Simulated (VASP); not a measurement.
The system is Sn4Se3S.

```
Sn Se S
1.0
     6.01271    0.00000    0.00000
     0.00000    6.01271    0.00000
     0.00000    0.00000    6.01271
Sn Se S
4 3 1
Direct
  0.50000 0.50000 0.50000
  0.00000 0.50000 0.00000
  0.50000 0.00000 0.00000
  0.00000 0.00000 0.50000
  0.50000 0.00000 0.50000
  0.00000 0.50000 0.50000
  0.50000 0.50000 0.00000
  0.00000 0.00000 0.00000
```

Base run:

```yaml
Program: VASP 6.6.1
Functional: PBE
Potentials_or_basis: VASP PAW PBE potentials, release 64 (Sn_d, Se, S)
Cutoff: 520 eV
k_mesh: 6 × 6 × 6
Occupations: gaussian, width 0.02 eV
Spin: no spin polarisation
```

Its results: band gap on the k mesh 0.26 eV, indirect (least direct gap 0.32 eV); pressure 0.0 GPa.

Task: The run is repeated on the same cell with these changes: k mesh from 6 × 6 × 6 to 4 × 4 × 4; occupations from gaussian, width 0.02 eV to gaussian, width 0.2 eV. What comes out?

Result: Band gap on the k mesh 0.44 eV, direct; pressure -0.2 GPa.

Caveats: spin-orbit coupling is left out, which moves the levels of the heavy elements.

A k mesh can miss the band edges.
